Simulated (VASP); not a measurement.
Si, 1 atom in the cell. It takes space group Pm-3m (No. 221, cubic). Conventional cell: a = 1.916 Å, b = 1.916 Å, c = 1.916 Å, α = 90.00°, β = 90.00°, γ = 90.00°. Si (site symmetry m-3m) has 6 Si at 1.92 Å within 2.5 Å.  This cell differs from its parent crystal: volume scaled by 0.45.

| Item | Value |
| --- | --- |
| Program | VASP 6.6.1 |
| Task | single point |
| Functional | LDA |
| Potentials or basis | VASP PAW LDA potentials, release 64 (Si) |
| Cutoff | 520 eV |
| k mesh | 16 × 16 × 16 |
| Occupations | fermi-dirac, width 0.1 eV |
| Spin | no spin polarisation |
| Dipole correction | no |
| Further INCAR settings | ALGO = Normal; EDIFF = 1e-07; NBANDS = 8 |

Potentials or basis: VASP PAW LDA potentials, release 64 (Si).

Run with:

```bash
$ cat potpaw_LDA.64/Si/POTCAR > POTCAR
$ mpirun -np 1 vasp_std > vasp.out
```

Hardware: 1 thread of Intel(R) Xeon(R) Platinum 8488C (Sapphire Rapids), on a shared host.

Task: How long does it take, and how much memory?

Result: Run time: 4.6 s on 1 thread of Intel(R) Xeon(R) Platinum 8488C (Sapphire Rapids), with other jobs on the host, peak memory 0.1 GiB. Counts: scf iterations 11, k points 165.
